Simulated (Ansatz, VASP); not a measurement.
## LaNb2N2: VASP beside Ansatz

```
CELL_PARAMETERS angstrom
-1.55121 1.55121 7.71983
1.55121 -1.55121 7.71983
1.55121 1.55121 -7.71983
ATOMIC_POSITIONS crystal
La 0.00000 0.00000 0.00000
Nb 0.31573 0.31573 0.00000
Nb 0.68427 0.68427 0.00000
N 0.17074 0.17074 0.00000
N 0.82926 0.82926 0.00000
```

Change from the starting cell: species swapped into the Ba2ZnN2 type (I4/mmm, No. 139).

Alike in both runs: functional PBE; k mesh 6 × 6 × 6; occupations gaussian, width 0.1 eV; no spin polarisation.

Ansatz relaxed the structure, and its values are those at the end. VASP's run is a single point on that final structure, the one shown.

|  | VASP | Ansatz |
| --- | --- | --- |
| version | VASP 6.6.1 | Ansatz 0.2.0 |
| potentials or method | VASP PAW PBE potentials, release 64 (La, Nb_sv, N), cutoff 520 eV | scalar-relativistic, plane waves, PAW |
| valence electrons in the cell | 47 | 47 |

Ansatz gave:

- gap on the k mesh at the Fermi level (eV): none
- pressure (GPa): 0.3
- rms of the force components (eV/Å): 0.009

Q: Estimate VASP's values.

A: gap on the k mesh at the Fermi level (eV): none; pressure (GPa): 0.1; rms of the force components (eV/Å): 0.007.

A gap of «none» marks a metal or a gap that the smearing closes.

The k mesh is coarse, so the values compare programs but aren't converged. Spin-orbit coupling is off throughout.
